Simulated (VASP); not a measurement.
Re: single point with revPBE

The system is Re.

```xyz
2
Lattice="0.0000 2.8352 2.8352 2.8352 0.0000 2.8352 2.8352 2.8352 0.0000" Properties=species:S:1:pos:R:3 pbc="T T T"
Re    0.7088    0.7088    0.7088
Re    4.9616    4.9616    4.9616
```

This isn't the form of Re at room conditions, which is hcp.

- Program: VASP 6.6.1
- Task: single point
- Functional: revPBE
- Potentials or basis: VASP PAW PBE potentials, release 64 (Re)
- Cutoff: 520 eV
- k mesh: 11 × 11 × 11
- Occupations: fermi-dirac, width 0.1 eV
- Spin: no spin polarisation
- Dipole correction: no
- Further INCAR settings: ALGO = Normal; EDIFF = 1e-06; NBANDS = 14

```yaml
Pressure: -1.7 GPa
Band_gap_on_the_k_mesh: zero (bands 7 and 8 overlap by 1.14 eV)
```

Levels at points of the mesh, in eV from the Fermi level:
```
           k point  band 5  band 6  band 7  band 8  band 9  band 10
(0.00, 0.00, 0.00)   -2.24   -2.24    0.63    0.63    0.63     4.00
```

Run time: 44 s on 1 thread of AMD EPYC 7R43 64-Core Processor (Zen 3), on a shared host, peak memory 0.15 GiB.

Caveat: the PAW data sets were made with another functional, which shifts forces and pressure a little; spin-orbit coupling is left out, which moves the levels of the heavy elements.
